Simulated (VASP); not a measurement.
# Mg (P6_3/mmc) in VASP: further runs

Aim: see how the results for Mg move with the level of theory and the settings. Levels: RPBE+D3(BJ), revPBE+D4, PBEsol, PBE+D3(BJ). Tasks: single point.

Program: VASP 6.6.1. These are calculated values, not measurements. Logs are shortened: lines on timing, memory, paths and dates and some standing lists are left out, and cuts for length are marked.

### Step 1. The cell of the first run

The structure is hexagonal, space group P6_3/mmc (No. 194). Conventional cell: a = 3.144 Å, b = 3.144 Å, c = 5.104 Å, α = 90.00°, β = 90.00°, γ = 120.00°. Mg (site symmetry -6m2) has 12 Mg at 3.13 to 3.14 Å within 4.1 Å.

### Step 2. Single point, RPBE+D3(BJ)

Input file INCAR:

```
PREC = Accurate
ENCUT = 520
EDIFF = 1E-7
ISMEAR = -1
SIGMA = 0.05
LREAL = False
LASPH = True
NELM = 60
ALGO = Fast
ISIF = 2
LWAVE = False
LCHARG = False
GGA = RP
IVDW = 12
NBANDS = 9
```

Input file KPOINTS:

```
Automatic mesh
0
Gamma
  10 10 5
```

Input file POSCAR:

```
Mg
1.0
    3.1437856987      0.0000000000      0.0000000000
   -1.5718928494      2.7225982792      0.0000000000
    0.0000000000      0.0000000000      5.1039375022
Mg
2
Direct
    0.6666666667      0.3333333333      0.7500000000
    0.3333333333      0.6666666667      0.2500000000
```

Potentials or basis: VASP PAW PBE potentials, release 64 (Mg).

Run with:

```console
$ cat potpaw_PBE.64/Mg/POTCAR > POTCAR
$ mpirun -np 1 vasp_std > vasp.out
```

OUTCAR:

```text
PREC = Accurate
   ENCUT = 520
   EDIFF = 1E-7
   ISMEAR = -1
   LREAL = False
   LASPH = True
   NELM = 60
   ISIF = 2
   GGA = RP
   IVDW = 12
 IVDW          = 12

 ion  position               nearest neighbor table
   1  0.667  0.333  0.750-   2 3.13   2 3.13   2 3.13   2 3.13   2 3.13   2 3.13
   2  0.333  0.667  0.250-   1 3.13   1 3.13   1 3.13   1 3.13   1 3.13   1 3.13

  LATTYP: Found a hexagonal cell.
 ALAT       =     3.1437856987
 C/A-ratio  =     1.6235004518

  Lattice vectors:

 A1 = (   3.1437856987,   0.0000000000,   0.0000000000)
 A2 = (  -1.5718928494,   2.7225982792,   0.0000000000)
 A3 = (   0.0000000000,   0.0000000000,   5.1039375022)

Analysis of symmetry for initial positions (statically):
=====================================================================
 Subroutine PRICEL returns:
 Original cell was already a primitive cell.

 Routine SETGRP: Setting up the symmetry group for a
 hexagonal supercell.

 Subroutine GETGRP returns: Found 24 space group operations
 (whereof 12 operations were pure point group operations)
 out of a pool of 24 trial point group operations.

The static configuration has the point symmetry D_3d.
 The point group associated with its full space group is D_6h.

Analysis of symmetry for dynamics (positions and initial velocities):
=====================================================================
 Subroutine PRICEL returns:
 Original cell was already a primitive cell.

 Routine SETGRP: Setting up the symmetry group for a
 hexagonal supercell.

 Subroutine GETGRP returns: Found 24 space group operations
 (whereof 12 operations were pure point group operations)
 out of a pool of 24 trial point group operations.

The dynamic configuration has the point symmetry D_3d.
 The point group associated with its full space group is D_6h.

 Subroutine INISYM returns: Found 24 space group operations
 (whereof 12 operations are pure point group operations),
 and found     1 'primitive' translations

----------------------------------------------------------------------------------------

                                     Primitive cell

  volume of cell :      43.6860

  direct lattice vectors                    reciprocal lattice vectors
     3.143785699  0.000000000  0.000000000     0.318087839  0.183648100  0.000000000
[... 90 lines left out ...]
   IBRION =     -1    ionic relax: 0-MD 1-quasi-New 2-CG
   NFREE  =      0    steps in history (QN), initial steepest desc. (CG)
   ISIF   =      2    stress and relaxation
   ISYM   =      2    0-nonsym 1-usesym 2-fastsym
   POTIM  = 0.5000    time-step for ionic-motion
   TEBEG  =    0.0;   TEEND  =   0.0 temperature during run
   PSTRESS=    0.0 pullay stress
   NELECT =       4.0000    total number of electrons
   NUPDOWN=      -1.0000    fix difference up-down
   EMIN   =  10.00;   EMAX   =-10.00  energy-range for DOS
   EFERMI =   0.00;   METHOD = LEGACY
   ISMEAR =    -1;   SIGMA  =   0.05  broadening in eV -4-tet -1-fermi 0-gaus
   EFERMI_NEDOS =   21; number of points for ismear=-14 and -15
   IALGO  =     68    algorithm
   IMIX   =      4    mixing-type and parameters
     AMIX     =   0.40;   BMIX     =  1.00
     AMIX_MAG =   1.60;   BMIX_MAG =  1.00
  volume/ion in A,a.u.               =      21.84       147.40
  Fermi-wavevector in a.u.,A,eV,Ry     =   0.737872  1.394375  7.407756  0.544455
  Thomas-Fermi vector in A             =   1.831658
   LORBIT       =      0    0 simple, 1 ext, 2 COOP (PROOUT), +10 PAW based schemes
   GGA     = RP    functional components
   LHFCALC =     F    Hartree Fock is set to
   AEXX    =    0.0000 exact exchange contribution
   IVDW    =    12    specifies the selected vdW correction
   LEPSILON=     F    determine dielectric tensor
   LRPA    =     F    only Hartree local field effects (RPA)
 non-spin polarized calculation
 RMM-DIIS sequential band-by-band and
  energy-cutoff  :      520.00
  volume of cell :       43.69
 maximum number of plane-waves:      1189
 NGX is ok and might be reduce to    24
   NGX = 11   NGY = 11   NGZ = 19

 number of electron       4.0000000 magnetization

 Free energy of the ion-electron system (eV)
  ---------------------------------------------------
  ext. energy  EPLUGINS =         0.00000000
  ---------------------------------------------------
  free energy    TOTEN  =        -2.64465480 eV

  energy without entropy =       -2.63413650  energy(sigma->0) =       -2.63939565

 E-fermi :   3.0386     XC(G=0):  -8.5445

 val. band max:        3.0341575354   @ k =   0.3000   0.3000   0.0000
 cond. band min:       3.0653141757   @ k =   0.3000   0.3000   0.0000
 fundamental gap:      0.0311566402
 Fermi energy:         3.0386191333

 k-point     1 :       0.0000    0.0000    0.0000
  band No.  band energies     occupation
      1      -4.1417      2.00000
      2       1.2167      2.00000
      3       1.7954      2.00000
      4      14.2531      0.00000
      5      14.2531      0.00000
      6      14.5082      0.00000
      7      14.5082      0.00000
      8      15.1279      0.00000
      9      16.9278      0.00000
[... 265 lines left out ...]
 k-point    24 :       0.4000    0.1000    0.2000
  band No.  band energies     occupation
      1       0.2510      2.00000
      2       2.1049      2.00000
      3       3.6424      0.00001
      4       5.4203      0.00000
      5       7.3960      0.00000
      6       8.5232      0.00000
      7      10.1500      0.00000
      8      11.3566      0.00000
      9      14.0313      0.00000

 [... further k-points ...]

------------------------ aborting loop because EDIFF is reached ----------------------------------------

 Edisp (eV)   -2.75330

 E8    (eV) :    -1.7680

  FORCE on cell =-STRESS in cart. coord.  units (eV):
  Direction    XX          YY          ZZ          XY          YZ          ZX
  --------------------------------------------------------------------------------------
  -------------------------------------------------------------------------------------
  Total      -3.40809    -3.40809    -3.13858     0.00000     0.00000     0.00000
  in kB    -124.99145  -124.99145  -115.10694     0.00000     0.00000     0.00000
  external pressure =     -121.70 kB  Pullay stress =        0.00 kB

 VOLUME and BASIS-vectors are now :
 -----------------------------------------------------------------------------
  energy-cutoff  :      520.00
  volume of cell :       43.69
      direct lattice vectors                 reciprocal lattice vectors
     3.143785699  0.000000000  0.000000000     0.318087839  0.183648100  0.000000000
    -1.571892849  2.722598279  0.000000000     0.000000000  0.367296199  0.000000000
     0.000000000  0.000000000  5.103937502     0.000000000  0.000000000  0.195927164

 POSITION                                       TOTAL-FORCE (eV/Angst)
 -----------------------------------------------------------------------------------
      1.57189      0.90753      3.82795         0.000000      0.000000      0.000000
     -0.00000      1.81507      1.27598        -0.000000      0.000000      0.000000
 -----------------------------------------------------------------------------------
    total drift:                                0.000000     -0.000000      0.000000

  FREE ENERGIE OF THE ION-ELECTRON SYSTEM (eV)
  ---------------------------------------------------
  free  energy   TOTEN  =        -5.3979583113 eV

  energy  without entropy=       -5.3874400187  energy(sigma->0) =       -5.39269916
```

Run time: 18 s. Hardware: 1 thread of Intel Xeon 8259CL, shared host; peak memory 0.17 GiB.

What came out:

```
Free energy                : -5.3980 eV
Pressure                   : -12.2 GPa
Band gap on the k mesh     : zero (band 2 reaches 3.63 eV, above the bottom of band 3 at 1.80 eV)
Dispersion energy per atom : -1.377 eV
```

Levels at points of the mesh, in eV from the Fermi level:
```csv
k point,band 1,band 2,band 3,band 4,band 5
"(0.00, 0.00, 0.00)",-7.18,-1.82,-1.24,11.21,11.21
"(0.50, 0.00, 0.00)",-2.28,-2.20,2.70,2.98,3.42
```

Caveat: the PAW data sets were made with another functional, which shifts forces and pressure a little; pairwise dispersion overbinds metals, which lowers pressure and volume.

### Step 3. Single point, revPBE+D4

Input file INCAR:

```
  PREC = Accurate
  ENCUT = 520
  EDIFF = 1E-7
  ISMEAR = -1
  SIGMA = 0.05
  LREAL = False
  LASPH = True
  NELM = 80
  ALGO = Fast
  ISIF = 2
  LWAVE = False
  LCHARG = False
  GGA = RE
  IVDW = 13
  NBANDS = 9
```

KPOINTS is that of step 2.

POSCAR is that of step 2.

Potentials or basis: VASP PAW PBE potentials, release 64 (Mg).

Run with:

```console
$ cat potpaw_PBE.64/Mg/POTCAR > POTCAR
$ mpirun -np 1 vasp_std > vasp.out
```

It took 14 s on 1 thread of Intel Xeon 8259CL, shared host; peak memory 0.16 GiB.

Results (log left out):

- Free energy: -2.9528 eV
- Pressure: 2.0 GPa
- Band gap on the k mesh: zero (band 2 reaches 3.62 eV, above the bottom of band 3 at 1.77 eV)
- Dispersion energy per atom: -0.132 eV

Stress tensor (GPa, compression positive):
```
1.63 0.00 0.00
0.00 1.63 0.00
0.00 0.00 2.63
```

Levels at points of the mesh, in eV from the Fermi level:
| k point | band 1 | band 2 | band 3 | band 4 | band 5 | band 6 |
| --- | --- | --- | --- | --- | --- | --- |
| (0.00, 0.00, 0.00) | -7.18 | -1.82 | -1.25 | 11.21 | 11.21 | 11.46 |
| (0.50, 0.00, 0.00) | -2.28 | -2.20 | 2.70 | 2.98 | 3.42 | 3.80 |

Caveat: the PAW data sets were made with another functional, which shifts forces and pressure a little; pairwise dispersion overbinds metals, which lowers pressure and volume.

### Step 4. Single point, PBEsol

Input file INCAR:

```
SYSTEM = Mg
  PREC = Accurate
  ENCUT = 520
  EDIFF = 1E-6
  ISMEAR = -1
  SIGMA = 0.05
  LREAL = .FALSE.
  LASPH = .TRUE.
  NELM = 80
  ALGO = Fast
  ISIF = 2
  LWAVE = .FALSE.
  LCHARG = .FALSE.
  GGA = PS
  NBANDS = 9
```

Input file KPOINTS:

```
Automatic mesh
0
G
  10 10 5
  0 0 0
```

POSCAR is that of step 3.

Run with:

```console
$ cat potpaw_PBE.64/Mg/POTCAR > POTCAR
$ mpirun -np 1 vasp_std > vasp.out
```

Wall time 13 s (1 thread of Intel Xeon 8259CL, shared host); peak memory 0.15 GiB.

Results (log left out):

- Free energy: -3.4369 eV
- Pressure: 1.2 GPa
- Band gap on the k mesh: zero (band 2 reaches 3.50 eV, above the bottom of band 3 at 1.62 eV)

Stress tensor (GPa, compression positive):
```
0.87 0.00 0.00
0.00 0.87 0.00
0.00 0.00 1.92
```

Levels at points of the mesh, in eV from the Fermi level:
```tsv
k point	band 1	band 2	band 3	band 4	band 5	band 6	band 7
(0.00, 0.00, 0.00)	-7.18	-1.80	-1.27	11.19	11.19	11.41	11.41
(0.50, 0.00, 0.00)	-2.26	-2.20	2.70	3.01	3.39	3.80	7.10
```

Caveat: the PAW data sets were made with another functional, which shifts forces and pressure a little.

### Step 5. Single point, PBE+D3(BJ)

This run uses another cell than the first one, of 22.31 Å³/atom, 1.021 times its volume.

Input file INCAR:

```
PREC     = Accurate       # precision mode
ENCUT    = 520            # plane-wave cutoff, eV
EDIFF    = 1E-7           # SCF threshold, eV
ISMEAR   = -1             # smearing method
SIGMA    = 0.05           # smearing width, eV
LREAL    = False          # projectors in reciprocal space
LASPH    = True           # aspherical terms in the spheres
NELM     = 100            # most SCF steps
ALGO     = Normal         # electronic algorithm
ISIF     = 2              # what is computed and relaxed
LWAVE    = False          # write WAVECAR
LCHARG   = False          # write CHGCAR
GGA      = PE             # functional
IVDW     = 12             # dispersion correction
NBANDS   = 9              # bands
```

Input file KPOINTS:

```
Automatic mesh
0
Gamma
  10 10 5
```

Input file POSCAR:

```
Mg
1.0
    3.1659257641      0.0000000000      0.0000000000
   -1.5829628820      2.7417721382      0.0000000000
    0.0000000000      0.0000000000      5.1398819084
Mg
2
Direct
    0.6666666667      0.3333333333      0.7500000000
    0.3333333333      0.6666666667      0.2500000000
```

Potentials or basis: VASP PAW PBE potentials, release 64 (Mg).

Run with:

```console
$ cat potpaw_PBE.64/Mg/POTCAR > POTCAR
$ mpirun -np 1 vasp_std > vasp.out
```

OUTCAR:

```text
PREC = Accurate
   ENCUT = 520
   EDIFF = 1E-7
   ISMEAR = -1
   LREAL = False
   LASPH = True
   NELM = 100
   ISIF = 2
   GGA = PE
   IVDW = 12
 IVDW          = 12

 ion  position               nearest neighbor table
   1  0.667  0.333  0.750-   2 3.15   2 3.15   2 3.15   2 3.15   2 3.15   2 3.15
   2  0.333  0.667  0.250-   1 3.15   1 3.15   1 3.15   1 3.15   1 3.15   1 3.15

  LATTYP: Found a hexagonal cell.
 ALAT       =     3.1659257641
 C/A-ratio  =     1.6235004518

[... 478 lines left out ...]

------------------------ aborting loop because EDIFF is reached ----------------------------------------

 Edisp (eV)   -0.58341

 E8    (eV) :    -0.2557

  FORCE on cell =-STRESS in cart. coord.  units (eV):
  Direction    XX          YY          ZZ          XY          YZ          ZX
  --------------------------------------------------------------------------------------
  -------------------------------------------------------------------------------------
  Total      -0.40265    -0.40265    -0.09771    -0.00000     0.00000     0.00000
  in kB     -14.45948   -14.45948    -3.50889    -0.00000     0.00000     0.00000
  external pressure =      -10.81 kB  Pullay stress =        0.00 kB

 VOLUME and BASIS-vectors are now :
 -----------------------------------------------------------------------------
  energy-cutoff  :      520.00
  volume of cell :       44.62
      direct lattice vectors                 reciprocal lattice vectors
     3.165925764  0.000000000  0.000000000     0.315863376  0.182363805  0.000000000
    -1.582962882  2.741772138  0.000000000     0.000000000  0.364727610  0.000000000
     0.000000000  0.000000000  5.139881908     0.000000000  0.000000000  0.194556999

 POSITION                                       TOTAL-FORCE (eV/Angst)
 -----------------------------------------------------------------------------------
      1.58296      0.91392      3.85491        -0.000000      0.000000      0.000000
     -0.00000      1.82785      1.28497         0.000000     -0.000000      0.000000
 -----------------------------------------------------------------------------------
    total drift:                                0.000000     -0.000000      0.000000

  FREE ENERGIE OF THE ION-ELECTRON SYSTEM (eV)
  ---------------------------------------------------
  free  energy   TOTEN  =        -3.5871629736 eV

  energy  without entropy=       -3.5758138420  energy(sigma->0) =       -3.58148841
```

OSZICAR:

```text
N       E                     dE             d eps       ncg     rms          rms(c)
DAV:   1     0.864082875467E-01    0.86408E-01   -0.13501E+03   756   0.317E+02
DAV:   2    -0.297568576551E+01   -0.30621E+01   -0.28195E+01  1044   0.285E+01
DAV:   3    -0.301745798520E+01   -0.41772E-01   -0.41559E-01   980   0.286E+00
DAV:   4    -0.301761571245E+01   -0.15773E-03   -0.15772E-03   976   0.165E-01
DAV:   5    -0.301761637517E+01   -0.66273E-06   -0.66292E-06   987   0.109E-02    0.952E-01
DAV:   6    -0.301121364541E+01    0.64027E-02   -0.54703E-04   880   0.183E-01    0.609E-01
DAV:   7    -0.300373940777E+01    0.74742E-02   -0.21144E-03   788   0.315E-01    0.334E-02
DAV:   8    -0.300374967134E+01   -0.10264E-04   -0.15906E-05  1064   0.236E-02    0.723E-03
DAV:   9    -0.300374848973E+01    0.11816E-05   -0.11153E-06   857   0.510E-03    0.608E-04
DAV:  10    -0.300374830046E+01    0.18927E-06   -0.49321E-09   601   0.424E-04    0.138E-04
DAV:  11    -0.300374827564E+01    0.24820E-07   -0.54613E-10   457   0.157E-04
   1 F= -.35871630E+01 E0= -.35814884E+01  d E =-.113491E-01
```

stdout:

```text
POSCAR found type information on POSCAR Mg
 POSCAR found :  1 types and       2 ions
 scaLAPACK will be used
 LDA part: xc-table for (Slater+PW92), standard interpolation
 POSCAR, INCAR and KPOINTS ok, starting setup
 FFT: planning ... GRIDC
 FFT: planning ... GRID_SOFT
 FFT: planning ... GRID
 WAVECAR not read
 entering main loop
```

It took 14 s on 1 thread of Intel Xeon 8259CL, shared host; peak memory 0.17 GiB.

What came out:

```
Free energy                : -3.5872 eV
Pressure                   : -1.1 GPa
Band gap on the k mesh     : zero (band 2 reaches 3.44 eV, above the bottom of band 3 at 1.54 eV)
Dispersion energy per atom : -0.292 eV
```

Caveat: pairwise dispersion overbinds metals, which lowers pressure and volume.

### Step 6. Overview

```tsv
level	cell	gap on the mesh (eV)	pressure (GPa)
RPBE+D3(BJ)	a = 3.144, b = 3.144, c = 5.104 Å, angles 90.0, 90.0, 120.0°, 2 atoms	none	-12.2
revPBE+D4	a = 3.144, b = 3.144, c = 5.104 Å, angles 90.0, 90.0, 120.0°, 2 atoms	none	2.0
PBEsol	a = 3.144, b = 3.144, c = 5.104 Å, angles 90.0, 90.0, 120.0°, 2 atoms	none	1.2
PBE+D3(BJ)	a = 3.166, b = 3.166, c = 5.140 Å, angles 90.0, 90.0, 120.0°, 2 atoms	none	-1.1
```

Alike in all rows: task single point; potentials or basis VASP PAW PBE potentials, release 64 (Mg); no spin polarisation; k mesh 10 × 10 × 5; cutoff (eV) 520; smearing fermi-dirac 0.05 eV.

Every run on the cell as given and a fine mesh finds a metal. The pressure there spans -12.2 GPa (RPBE+D3(BJ)) to 2.0 GPa (revPBE+D4); a positive pressure means that this level wants a larger cell, a negative one a smaller.

Caveats: the PAW data sets were made with another functional, which shifts forces and pressure a little (some runs); pairwise dispersion overbinds metals, which lowers pressure and volume (some runs).

Absolute energies hang on the potentials; compare differences alone.
